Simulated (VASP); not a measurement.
# B32HN32 (a cell with a defect) in VASP: a series of runs, part 3 of 4

VASP 6.6.1. The steps go on from the part before.

### Step 4. Single point, HSE06, collinear spin

POSCAR

```
B32HN32
1.0
    7.2115910000      0.0000000000      0.0000000000
    0.0000000000      7.2115910000      0.0000000000
    0.0000000000      0.0000000000      7.2115910000
B N H
32 32 1
Direct
    0.9996580000      0.0004360000      0.9994980000
    0.9994340000      0.0002160000      0.4995470000
    0.9994200000      0.5004550000      0.9992620000
    0.9982830000      0.5009100000      0.4999830000
    0.4997380000      0.0002160000      0.9992760000
    0.5001680000      0.9990800000      0.4999990000
    0.5001430000      0.5009150000      0.9981430000
    0.5004870000      0.5012920000      0.5003070000
    0.2492990000      0.2500590000      0.9982830000
    0.2489790000      0.2497840000      0.5002460000
    0.2496590000      0.7507910000      0.9992640000
    0.2492510000      0.7518360000      0.4999080000
    0.7500000000      0.2504530000      0.9992720000
    0.7510590000      0.2500160000      0.4999220000
    0.7497980000      0.7505140000      0.9994430000
    0.7499690000      0.7507700000      0.4994760000
    0.2492990000      0.9991870000      0.2491290000
    0.2496850000      0.0002260000      0.7498610000
    0.2489280000      0.5012300000      0.2487700000
    0.2492210000      0.5008420000      0.7508990000
    0.7500230000      0.0001960000      0.2495060000
    0.7497580000      0.0003950000      0.7496070000
    0.7510700000      0.5008170000      0.2490670000
    0.7499760000      0.5004110000      0.7498370000
    0.9984150000      0.2500500000      0.2491340000
    0.9994250000      0.2504150000      0.7498480000
    0.9994370000      0.7507790000      0.2494850000
    0.9996140000      0.7505250000      0.7495790000
    0.5004380000      0.2496940000      0.2487710000
    0.5000730000      0.2500370000      0.7509250000
    0.5001170000      0.7518500000      0.2490930000
    0.4996580000      0.7507560000      0.7498240000
    0.1249840000      0.1257450000      0.1248230000
    0.1244170000      0.1252070000      0.6255440000
    0.1244160000      0.6264710000      0.1242250000
    0.1249240000      0.6258090000      0.6248650000
    0.6257190000      0.1252010000      0.1242420000
    0.6250510000      0.1257100000      0.6248820000
    0.6250690000      0.6258230000      0.1247680000
    0.6255880000      0.6263870000      0.6254340000
    0.3750430000      0.3758180000      0.1200460000
    0.3749060000      0.3757500000      0.6298070000
    0.3750640000      0.8758360000      0.1241770000
    0.3750130000      0.8757880000      0.6254950000
    0.8750220000      0.3758040000      0.1241640000
    0.8749860000      0.3757530000      0.6255130000
    0.8750450000      0.8757810000      0.1247120000
    0.8749890000      0.8757640000      0.6248940000
    0.3750520000      0.1209400000      0.3748660000
    0.3750400000      0.1251310000      0.8749070000
    0.3749310000      0.6307200000      0.3747750000
    0.3749930000      0.6264450000      0.8748300000
    0.8750410000      0.1251010000      0.3748680000
    0.8750210000      0.1256730000      0.8748570000
    0.8749920000      0.6264130000      0.3748120000
    0.8749850000      0.6258350000      0.8748320000
    0.1201620000      0.3758420000      0.3748710000
    0.1243020000      0.3757940000      0.8748800000
    0.1243620000      0.8758110000      0.3748610000
    0.1249030000      0.8757990000      0.8748510000
    0.6299350000      0.3757150000      0.3747650000
    0.6256440000      0.3757760000      0.8748470000
    0.6256700000      0.8757880000      0.3748390000
    0.6250910000      0.8757840000      0.8748370000
    0.3751360000      0.3757290000      0.3751290000
```

INCAR.step1

```
PREC = Accurate
ENCUT = 520
EDIFF = 1E-5
ISMEAR = -1
SIGMA = 0.05
LREAL = Auto
LASPH = T
NELM = 200
ALGO = Normal
ISIF = 2
LWAVE = T
ISPIN = 2
MAGMOM = 0 0 0 0 0 0 0 0.091 0 0.091 0 0 0 0 0 0 0 0 0.091 0 0 0 0 0 0 0 0 0 0.091 0 0 0 0 0 0 0 0 0 0 0 0.091 0.091 0 0 0 0 0 0 0.091 0 0.091 0 0 0 0 0 0.091 0 0 0 0.091 0 0 0 0.091
LORBIT = 11
GGA = PE
ISYM = -1
NBANDS = 170
GGA_COMPAT = F
```

INCAR.step2

```
PREC = Accurate
ENCUT = 520
EDIFF = 1E-6
ISMEAR = -1
SIGMA = 0.05
LREAL = Auto
LASPH = T
NELM = 200
ALGO = Normal
ISIF = 2
LWAVE = F
LCHARG = T
ISPIN = 2
MAGMOM = 0 0 0 0 0 0 0 0.091 0 0.091 0 0 0 0 0 0 0 0 0.091 0 0 0 0 0 0 0 0 0 0.091 0 0 0 0 0 0 0 0 0 0 0 0.091 0.091 0 0 0 0 0 0 0.091 0 0.091 0 0 0 0 0 0.091 0 0 0 0.091 0 0 0 0.091
LORBIT = 11
GGA = PE
LHFCALC = T
HFSCREEN = 0.2079
PRECFOCK = Fast
LELF = T
LVHAR = T
ISTART = 1
ISYM = -1
NBANDS = 170
GGA_COMPAT = F
```

KPOINTS

```
explicit points
1
Reciprocal
  0.25000000   0.25000000   0.25000000 1
```

Potentials or basis: VASP PAW PBE potentials, release 64 (B, N, H).

On the command line:

```
$ cat potpaw_PBE.64/B/POTCAR potpaw_PBE.64/N/POTCAR potpaw_PBE.64/H/POTCAR > POTCAR
$ cp INCAR.step1 INCAR
$ mpirun -np 1 vasp_std > vasp.out
$ cp INCAR.step2 INCAR
$ mpirun -np 1 vasp_std > vasp.out
```

OUTCAR:

```text
PREC = Accurate
   ENCUT = 520
   EDIFF = 1E-6
   ISMEAR = -1
   LREAL = Auto
   LASPH = T
   NELM = 200
   ISIF = 2
   ISPIN = 2
   LORBIT = 11
   GGA = PE
   LHFCALC = T
   HFSCREEN = 0.2079
   PRECFOCK = Fast
   ISTART = 1
   ISYM = -1

 ion  position               nearest neighbor table
   1  1.000  0.000  0.999-  47 1.56  54 1.56  60 1.56  33 1.57
   2  0.999  0.000  0.500-  53 1.56  59 1.56  48 1.56  34 1.57
   3  0.999  0.500  0.999-  58 1.56  45 1.56  56 1.56  35 1.57
   4  0.998  0.501  0.500-  57 1.55  55 1.56  46 1.56  36 1.57
   5  0.500  0.000  0.999-  43 1.56  50 1.56  64 1.56  37 1.57
   6  0.500  0.999  0.500-  49 1.55  44 1.56  63 1.56  38 1.57
[... 56 lines left out ...]
  63  0.626  0.876  0.375-  16 1.56   6 1.56  21 1.56  31 1.56
  64  0.625  0.876  0.875-   5 1.56  22 1.56  15 1.56  32 1.56
  65  0.375  0.376  0.375-

IMPORTANT INFORMATION: All symmetrisations will be switched off!
NOSYMM: (Re-)initialisation of all symmetry stuff for point group C_1.

----------------------------------------------------------------------------------------

                                     Primitive cell

  volume of cell :     375.0535

  direct lattice vectors                    reciprocal lattice vectors
     7.211591000  0.000000000  0.000000000     0.138665656  0.000000000  0.000000000
     0.000000000  7.211591000  0.000000000     0.000000000  0.138665656  0.000000000
     0.000000000  0.000000000  7.211591000     0.000000000  0.000000000  0.138665656

  length of vectors
     7.211591000  7.211591000  7.211591000     0.138665656  0.138665656  0.138665656

  position of ions in fractional coordinates (direct lattice)
     0.999658000  0.000436000  0.999498000
     0.999434000  0.000216000  0.499547000
     0.999420000  0.500455000  0.999262000
     0.998283000  0.500910000  0.499983000
     0.499738000  0.000216000  0.999276000
     0.500168000  0.999080000  0.499999000
[... 57 lines left out ...]
     0.625091000  0.875784000  0.874837000
[... 171 lines left out ...]
      6     -13.0741      1.00000
[... 132 lines left out ...]
    139      16.5771      0.00000
    140      16.5775      0.00000
 Fermi energy:         9.7857711431

 spin component 2

 k-point     1 :       0.2500    0.2500    0.2500
  band No.  band energies     occupation
      1     -15.1460      1.00000
      2     -14.0988      1.00000
      3     -14.0623      1.00000
      4     -14.0618      1.00000
      5     -13.0809      1.00000
      6     -13.0559      1.00000
[... 132 lines left out ...]
    139      16.5950      0.00000
    140      16.5953      0.00000
 [bands above 140 left out]

------------------------ aborting loop because EDIFF is reached ----------------------------------------

  FORCE on cell =-STRESS in cart. coord.  units (eV):
  Direction    XX          YY          ZZ          XY          YZ          ZX
  --------------------------------------------------------------------------------------
  -------------------------------------------------------------------------------------
  Total       -1.3542001     -1.3522138     -1.3532073     -2.7855320     -2.7811131     -2.7858235
  in kB       -5.7849572     -5.7764722     -5.7807163    -11.8994109    -11.8805342    -11.9006565
  external PRESSURE =      -5.7807152 kB  Pullay stress =       0.0000000 kB

 VOLUME and BASIS-vectors are now :
 -----------------------------------------------------------------------------
  energy-cutoff  :      520.00
  volume of cell :      375.05
      direct lattice vectors                 reciprocal lattice vectors
     7.211591000  0.000000000  0.000000000     0.138665656  0.000000000  0.000000000
     0.000000000  7.211591000  0.000000000     0.000000000  0.138665656  0.000000000
     0.000000000  0.000000000  7.211591000     0.000000000  0.000000000  0.138665656

 POSITION                                       TOTAL-FORCE (eV/Angst)
 -----------------------------------------------------------------------------------
      7.20912      0.00314      7.20797         0.009571      0.004650      0.005167
      7.20751      0.00156      3.60253         0.014851      0.006721      0.008840
      7.20741      3.60908      7.20627         0.012138      0.010748      0.010778
      7.19921      3.61236      3.60567         0.017444      0.002869      0.000864
      3.60391      0.00156      7.20637         0.006059      0.008300      0.010807
      3.60701      7.20496      3.60579        -0.003805      0.018744     -0.001375
[... 57 lines left out ...]
      4.50790      6.31580      6.30897        -0.008284     -0.010428     -0.006515
      2.70533      2.70960      2.70528        -0.008243     -0.000155     -0.013652
 -----------------------------------------------------------------------------------
    total drift:                               -0.007624      0.021220     -0.007511

  FREE ENERGIE OF THE ION-ELECTRON SYSTEM (eV)
  ---------------------------------------------------
  free  energy   TOTEN  =      -650.4197921267 eV

  energy  without entropy=     -650.4197921267  energy(sigma->0) =     -650.41979213

 total charge

# of ion       s       p       d       tot
------------------------------------------
    1        0.683   1.360   0.000   2.043
    2        0.684   1.363   0.000   2.047
    3        0.684   1.363   0.000   2.047
    4        0.685   1.366   0.000   2.051
    5        0.684   1.363   0.000   2.047
    6        0.685   1.366   0.000   2.051
[... 57 lines left out ...]
   64        1.219   2.782   0.000   4.001
   65        0.549   0.041   0.000   0.590
--------------------------------------------------
tot         61.452 132.462   0.000 193.914

 magnetization (x)

# of ion       s       p       d       tot
------------------------------------------
    1        0.000   0.000   0.000   0.000
    2        0.000   0.001   0.000   0.001
    3        0.000   0.001   0.000   0.001
    4        0.001   0.003   0.000   0.004
    5        0.000   0.001   0.000   0.001
    6        0.001   0.003   0.000   0.004
[... 57 lines left out ...]
   64       -0.000   0.000   0.000   0.000
   65        0.329   0.004   0.000   0.333
--------------------------------------------------
tot          0.401   0.265   0.000   0.666
```

OUTCAR.step1:

```text
PREC = Accurate
   ENCUT = 520
   EDIFF = 1E-5
   ISMEAR = -1
   LREAL = Auto
   LASPH = T
   NELM = 200
[... 763 lines left out ...]
   64        1.215   2.773   0.000   3.987
   65        0.549   0.043   0.000   0.592
--------------------------------------------------
tot         61.222 132.562   0.000 193.784

 magnetization (x)

# of ion       s       p       d       tot
------------------------------------------
    1        0.000   0.000   0.000   0.000
    2        0.000   0.001   0.000   0.001
    3        0.000   0.001   0.000   0.001
    4        0.001   0.004   0.000   0.005
    5        0.000   0.001   0.000   0.001
    6        0.001   0.004   0.000   0.005
[... 57 lines left out ...]
   64       -0.000   0.000   0.000   0.000
   65        0.304   0.004   0.000   0.308
--------------------------------------------------
tot          0.380   0.281   0.000   0.661
```

Wall time 15 min (1 thread of AMD EPYC 9R45 (Zen 5), shared host); peak memory 0.71 GiB.

What came out:

| Quantity | Value |
| --- | --- |
| Free energy | -650.4198 eV |
| Pressure | -0.6 GPa |
| Largest force | 0.088 eV/Å |
| Band gap on the k mesh | 2.96 eV |
| Net moment | 1.00 μB per cell |
| Site moments | B +0.00, -0.01 (each value once); N +0.00, +0.01, +0.04, -0.00 (each value once); H +0.33 μB |
| Valence electrons inside the program's atomic spheres | B 2.04, 2.05, 2.00, 2.01 (each value once); N 4.00, 3.99 (each value once); H 0.59 |

Forces in eV/Å, atoms in the order of the input:
```
B    0.010  0.005  0.005
B    0.015  0.007  0.009
B    0.012  0.011  0.011
B    0.017  0.003  0.001
B    0.006  0.008  0.011
B   -0.004  0.019 -0.001
B    0.000  0.006  0.019
B    0.046  0.046  0.051
B    0.011  0.016  0.012
B   -0.045 -0.045  0.060
B    0.013  0.000  0.010
B    0.014 -0.004  0.005
B    0.002  0.006  0.008
B   -0.005  0.015  0.002
B   -0.004  0.007  0.009
B    0.004 -0.004  0.009
B    0.014  0.014  0.013
B    0.006  0.010 -0.004
B   -0.033  0.054 -0.034
B    0.013  0.008 -0.003
B    0.000  0.013  0.005
B    0.005  0.008  0.001
B   -0.008  0.011  0.016
B   -0.002  0.013 -0.005
B    0.015  0.016  0.012
B    0.011  0.012 -0.001
B    0.012 -0.002  0.010
B    0.008  0.005  0.004
B    0.056 -0.031 -0.035
B    0.002  0.013 -0.008
B   -0.003 -0.007  0.010
B    0.008  0.003 -0.001
N   -0.007 -0.005 -0.005
N    0.005  0.001 -0.021
N    0.001 -0.017  0.005
N   -0.008 -0.002 -0.001
N   -0.018 -0.001  0.005
N   -0.007 -0.005 -0.001
N   -0.007 -0.007 -0.007
N   -0.013 -0.020 -0.017
N   -0.007 -0.004  0.027
N    0.007 -0.010 -0.043
N   -0.013 -0.009 -0.008
N   -0.010 -0.008 -0.003
N    0.000 -0.012 -0.005
N   -0.006 -0.005 -0.008
N   -0.012 -0.005 -0.001
N   -0.004 -0.004 -0.004
N   -0.003  0.028 -0.002
N   -0.008 -0.009 -0.008
N    0.001 -0.045 -0.007
N   -0.009 -0.007 -0.005
N   -0.004 -0.005 -0.009
N   -0.010 -0.008 -0.006
N   -0.007  0.000 -0.005
N   -0.003 -0.008 -0.009
N    0.029 -0.008 -0.007
N    0.001 -0.009 -0.003
N   -0.014 -0.003 -0.008
N   -0.008 -0.007 -0.008
N   -0.041 -0.007 -0.001
N   -0.003 -0.008 -0.008
N   -0.004 -0.008 -0.010
N   -0.008 -0.010 -0.007
H   -0.008  0.000 -0.014
```

Stress tensor (GPa, compression positive):
```
-0.58 -1.19 -1.19
-1.19 -0.58 -1.19
-1.19 -1.19 -0.58
```

Levels at points of the mesh, in eV from the valence-band top:
Spin up:
```
           k point  band 126  band 127  band 128  band 129  band 130  band 131  band 132  band 133
(0.25, 0.25, 0.25)     -3.21     -2.34     -2.34      0.00      5.16      5.16      5.66      6.50
```
Spin down:
```tsv
k point	band 126	band 127	band 128	band 129	band 130	band 131
(0.25, 0.25, 0.25)	-3.19	-2.31	-2.31	2.96	5.17	5.17
```

Caveat: the PAW data sets were made with another functional, which shifts forces and pressure a little.

[end of part 3 of 4]
